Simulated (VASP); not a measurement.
**GaP (zincblende type): relaxation of cell and atoms with PBE**

Crystal: GaP (zincblende type).

```xyz
2
Lattice="0.0000 2.7103 2.7103 2.7103 0.0000 2.7103 2.7103 2.7103 0.0000" Properties=species:S:1:pos:R:3 pbc="T T T"
Ga    0.0000    0.0000    0.0000
P     1.3552    1.3552    1.3552
```

```
Program                : VASP 6.6.1
Task                   : relaxation of cell and atoms
Functional             : PBE
Potentials or basis    : VASP PAW PBE potentials, release 64 (Ga_d, P)
Cutoff                 : 600 eV
k mesh                 : 12 × 12 × 12
Occupations            : fermi-dirac, width 0.1 eV
Spin                   : no spin polarisation
Dipole correction      : no
Further INCAR settings : ALGO = Normal; EDIFF = 1e-06; IBRION = 2; EDIFFG = -0.005; NSW = 60; ISIF = 3
```

```json
{
  "Relaxed volume": "20.86 Å³/atom",
  "Relaxed cell": "a = 3.893 Å, b = 3.893 Å, c = 3.893 Å, α = 60.00°, β = 60.00°, γ = 60.00°",
  "Space group after relaxing (to 0.1 Å)": "F-43m (No. 216)",
  "Energy gained by relaxing": "11.2 meV/atom",
  "Ionic steps": "3",
  "Pressure after relaxing": "0.0 GPa",
  "Band gap on the k mesh": "1.58 eV"
}
```

Step by step:
```
step  energy change (eV)  largest force (eV/Å)  pressure (GPa)  volume (Å³)
   1              0.0000                0.0000            3.92        39.82
   2             -0.0173                0.0000           -1.64        42.69
   3             -0.0224                0.0000            0.00        41.73
```

Final structure:
```
CELL_PARAMETERS angstrom
0.00000 2.75290 2.75290
2.75290 0.00000 2.75290
2.75290 2.75290 0.00000
ATOMIC_POSITIONS crystal
Ga 0.00000 0.00000 0.00000
P 0.25000 0.25000 0.25000
```

Levels at points of the mesh, in eV from the valence-band top:
| k point | band 5 | band 6 | band 7 | band 8 | band 9 | band 10 | band 11 | band 12 | band 13 |
| --- | --- | --- | --- | --- | --- | --- | --- | --- | --- |
| (0.00, 0.00, 0.00) | -14.41 | -12.27 | 0.00 | 0.00 | 0.00 | 1.58 | 3.90 | 3.90 | 3.90 |
| (0.50, 0.00, 0.00) | -14.40 | -10.30 | -6.46 | -1.07 | -1.07 | 1.58 | 4.73 | 4.73 | 8.23 |
| (0.50, 0.50, 0.00) | -14.39 | -9.44 | -6.61 | -2.58 | -2.58 | 1.72 | 1.85 | 10.37 | 10.37 |

Wall time 66 s on 1 thread of Intel(R) Xeon(R) Platinum 8259CL CPU @ 2.50GHz (Skylake/Cascade Lake), on a shared host, peak memory 0.22 GiB.

A k mesh can miss the band edges.
